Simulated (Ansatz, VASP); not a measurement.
AlRu in VASP and in Ansatz

```
Ru Al
1.0
     0.00000    2.53593    2.53593
     2.53593    0.00000    2.53593
     2.53593    2.53593    0.00000
Ru Al
1 1
Direct
  0.00000 0.00000 0.00000
  0.50000 0.50000 0.50000
```

Alike in both runs: task relaxation of cell and atoms; functional PBE; k mesh 14 × 14 × 14; occupations fermi-dirac, width 0.1 eV; no spin polarisation.

|  | VASP | Ansatz |
| --- | --- | --- |
| version | VASP 6.6.1 | Ansatz 0.2.0 |
| potentials or method | VASP PAW PBE potentials, release 64 (Ru_pv, Al) | PAW with Ansatz's default frozen-core files, scalar-relativistic |
| plane-wave cutoff (eV) | 600 | 420 |
| valence electrons in the cell | 17 | 19 |

```csv
,VASP,Ansatz,Ansatz less VASP
relaxed volume (Å³/atom),15.49,15.49,+0.001
relaxed length of the cell vector where the two differ most in proportion (Å),3.525,3.525,+0.0001
```

VASP's potentials hold 17 valence electrons a cell and Ansatz's 19, so a difference there can come from the potentials and not from the codes.
